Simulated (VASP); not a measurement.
Wanted: the native input for a VASP 6.6.1 run.

* Task: single point
* Functional: PBE
* Potentials or basis: VASP PAW PBE potentials, release 64 (Mo_sv, Sb)
* Cutoff: 520 eV
* k mesh: 10 × 10 × 10
* Occupations: gaussian, width 0.05 eV
* Spin: non-collinear spin, zero start, spin-orbit coupling
* Starting moments: [[0.0, 0.0, 0.0], [0.0, 0.0, 0.0]] μB
* Dipole correction: no
* Further INCAR settings: ALGO = Normal; EDIFF = 1e-06; NBANDS = 31

The structure of SbMo lies in POSCAR:

```
SbMo
1.0
    0.0000000000      3.0626261251      3.0626261251
    3.0626261251      0.0000000000      3.0626261251
    3.0626261251      3.0626261251      0.0000000000
Mo Sb
1 1
Direct
    0.0000000000      0.0000000000      0.0000000000
    0.2500000000      0.2500000000      0.2500000000
```

The input as run:

INCAR

```
SYSTEM = SbMo
  ALGO = Normal
  EDIFF = 1E-6
  ENCUT = 520
  GGA = PE
  GGA_COMPAT = .FALSE.
  ISIF = 2
  ISMEAR = 0
  LASPH = .TRUE.
  LCHARG = .FALSE.
  LMAXMIX = 4
  LORBIT = 11
  LORBMOM = .TRUE.
  LREAL = .FALSE.
  LSORBIT = .TRUE.
  LWAVE = .FALSE.
  MAGMOM = 0 0 0 0 0 0
  NBANDS = 31
  NELM = 150
  PREC = Accurate
  SIGMA = 0.05
```

KPOINTS

```
k-points
0
G
  10 10 10
  0 0 0
```

Potentials or basis: VASP PAW PBE potentials, release 64 (Mo_sv, Sb).

The run is started by

```console
$ cat potpaw_PBE.64/Mo_sv/POTCAR potpaw_PBE.64/Sb/POTCAR > POTCAR
$ mpirun -np 1 vasp_ncl > vasp.out
```

Results of the run:

* Pressure: 0.1 GPa
* Net moment: 0.00 μB per cell
* Valence electrons inside the program's atomic spheres: Mo 12.37; Sb 2.57

Run time: 78 s on 1 thread of Intel(R) Xeon(R) 6975P-C (Granite Rapids) (shared host), peak memory 0.42 GiB.
